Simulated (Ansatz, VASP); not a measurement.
CoSi2 in VASP and in Ansatz

The input INCAR:

```
ALGO = Normal
EDIFF = 1E-6
ENCUT = 520
GGA = PE
ISIF = 2
ISMEAR = 0
LASPH = T
LCHARG = F
LREAL = F
LWAVE = F
NBANDS = 16
NELM = 100
PREC = Accurate
SIGMA = 0.15
```

Contents of KPOINTS:

```
k-points
0
Gamma
  12 12 12
```

The input POSCAR:

```
CoSi2
1.0
    0.0000000000      2.6489523179      2.7426244821
    2.6489523179      0.0000000000      2.7426244821
    2.6489523179      2.6489523179      0.0000000000
Co Si
1 2
Direct
    0.0000000000      0.0000000000      0.0000000000
    0.2194049986      0.2194049986      0.2805950014
    0.7805950014      0.7805950014      0.7194049986
```

Input for Ansatz:

```yaml
crystal:
  lattice:
    - [0.0, 2.6489523179, 2.7426244821]
    - [2.6489523179, 0.0, 2.7426244821]
    - [2.6489523179, 2.6489523179, 0.0]
  atoms:
    - { symbol: Co, position: [0.0, 0.0, 0.0] }
    - { symbol: Si, position: [0.2194049986, 0.2194049986, 0.2805950014] }
    - { symbol: Si, position: [0.7805950014, 0.7805950014, 0.7194049986] }
basis:
  ecutwfc: 520.0
kpoints:
  mp_grid: { grid: [12, 12, 12] }
hamiltonian:
  xc: pbe
  pseudopotentials: { kind: paw, azcp: { folder: soft_1 } }
scf:
  occupations: { method: gaussian, width: 0.15 }
output:
  forces: true
  stress: true
  eigenvalues: true
```

Change from the starting cell: mode 6 frozen in at -0.164 Å, strain +e along z and -e/2 along x and y +0.0233.

Alike in both runs: task single point; functional PBE; k mesh 12 × 12 × 12; occupations gaussian, width 0.15 eV; no spin polarisation.

```csv
,VASP,Ansatz
version,VASP 6.6.1,Ansatz 0.2.0
potentials or method,"VASP PAW PBE potentials, release 64 (Co, Si), cutoff 520 eV","scalar-relativistic, plane waves, PAW"
valence electrons in the cell,17,25
```

|  | VASP | Ansatz | Ansatz less VASP |
| --- | --- | --- | --- |
| gap on the k mesh at the Fermi level (eV) | none | none | - |
| pressure (GPa) | 4.0 | 4.3 | +0.30 |
| traceless stress, the component that is largest in VASP (GPa) | 12.67 | 12.68 | +0.012 |
| rms of the force components (eV/Å) | 0.921 | 0.923 | +0.0025 |

Atom by atom the forces differ by 0.003 eV/Å (rms over components). A gap of «none» marks a metal or a gap that the smearing closes. The functional is the same, so the differences come from potentials, cutoffs and numerics. VASP's potentials hold 17 valence electrons a cell and Ansatz's 25, so a difference there can come from the potentials and not from the codes.
